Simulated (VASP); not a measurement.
A run of VASP 6.6.1:

The input INCAR:

```
ALGO = Normal
EDIFF = 1E-8
ENCUT = 600
GGA = PE
IBRION = 6
ISIF = 3
ISMEAR = -1
LASPH = True
LCHARG = False
LREAL = False
LWAVE = False
NELM = 100
NFREE = 2
NSW = 1
POTIM = 0.015
PREC = Accurate
SIGMA = 0.05
```

KPOINTS

```
k-points
0
Gamma
  10 10 10
```

Contents of POSCAR:

```
Si
1.0
   -1.6269149300      1.6269149300      1.3203298500
    1.6269149300     -1.6269149300      1.3203298500
    1.6269149300      1.6269149300     -1.3203298500
Si
1
Direct
    0.0000000000      0.0000000000      0.0000000000
```

Potentials or basis: VASP PAW PBE potentials, release 64 (Si).

Launch:

```console
$ cat potpaw_PBE.64/Si/POTCAR > POTCAR
$ mpirun -np 1 vasp_std > vasp.out
```

Hardware: 1 thread of Intel(R) Xeon(R) Platinum 8259CL CPU @ 2.50GHz (Skylake/Cascade Lake) (shared host).

Estimate the wall time of this run.

It took 98 s on 1 thread of Intel(R) Xeon(R) Platinum 8259CL CPU @ 2.50GHz (Skylake/Cascade Lake), on a shared host, peak memory 0.19 GiB. Counts: scf iterations 130, k points 102.
